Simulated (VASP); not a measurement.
Wanted: the native input for a VASP 6.6.1 run.

```yaml
Task: single point
Functional: r2SCAN
Potentials_or_basis: VASP PAW PBE potentials, release 64 (Ti_sv, O)
Cutoff: 520 eV
k_mesh: 6 × 6 × 6
Occupations: gaussian, width 0.01 eV
Spin: no spin polarisation
Dipole_correction: no
Further_INCAR_settings: ALGO = Normal; EDIFF = 1e-07; NBANDS = 19
```

Crystal: TiO2.

```
Ti O
1.0
     0.00000    2.39683    2.39683
     2.39683    0.00000    2.39683
     2.39683    2.39683    0.00000
Ti O
1 2
Direct
  0.00000 0.00000 0.00000
  0.25000 0.25000 0.25000
  0.75000 0.75000 0.75000
```

One way to write it, as run:

POSCAR

```
TiO2
1.0
    0.0000000000      2.3968272579      2.3968272579
    2.3968272579      0.0000000000      2.3968272579
    2.3968272579      2.3968272579      0.0000000000
Ti O
1 2
Direct
    0.0000000000      0.0000000000      0.0000000000
    0.2500000000      0.2500000000      0.2500000000
    0.7500000000      0.7500000000      0.7500000000
```

INCAR.step1

```
SYSTEM = TiO2
ALGO     = Normal         ! electronic algorithm
EDIFF    = 1E-4           ! SCF threshold, eV
ENCUT    = 520            ! plane-wave cutoff, eV
GGA      = PE             ! functional
ISMEAR   = 0              ! smearing method
LASPH    = .TRUE.         ! aspherical terms in the spheres
LCHARG   = .FALSE.        ! write CHGCAR
LREAL    = .FALSE.        ! projectors in reciprocal space
LWAVE    = .TRUE.         ! write WAVECAR
NBANDS   = 19             ! bands
NELM     = 80             ! most SCF steps
PREC     = Accurate       ! precision mode
SIGMA    = 0.01           ! smearing width, eV
```

INCAR.step2

```
SYSTEM = TiO2
ALGO     = Normal         ! electronic algorithm
EDIFF    = 1E-7           ! SCF threshold, eV
ENCUT    = 520            ! plane-wave cutoff, eV
ISIF     = 2              ! what is computed and relaxed
ISMEAR   = 0              ! smearing method
ISTART   = 1            
LASPH    = .TRUE.         ! aspherical terms in the spheres
LCHARG   = .FALSE.        ! write CHGCAR
LMIXTAU  = .TRUE.       
LREAL    = .FALSE.        ! projectors in reciprocal space
LWAVE    = .FALSE.        ! write WAVECAR
METAGGA  = R2SCAN         ! meta-GGA
NBANDS   = 19             ! bands
NELM     = 80             ! most SCF steps
PREC     = Accurate       ! precision mode
SIGMA    = 0.01           ! smearing width, eV
```

KPOINTS

```
k-points
0
G
  6 6 6
  0 0 0
```

Potentials or basis: VASP PAW PBE potentials, release 64 (Ti_sv, O).

The run is started by

```sh
$ cat potpaw_PBE.64/Ti_sv/POTCAR potpaw_PBE.64/O/POTCAR > POTCAR
$ cp INCAR.step1 INCAR
$ mpirun -np 1 vasp_std > vasp.out
$ cp INCAR.step2 INCAR
$ mpirun -np 1 vasp_std > vasp.out
```

It gave:

```yaml
Pressure: 1.5 GPa
Band_gap_on_the_k_mesh: 1.54 eV, indirect (least direct gap 2.24 eV)
```

Caveat: the PAW data sets were made with another functional, which shifts forces and pressure a little.

Run time: 37 s on 1 thread of Intel(R) Xeon(R) Platinum 8488C (Sapphire Rapids) (shared host), peak memory 0.16 GiB.
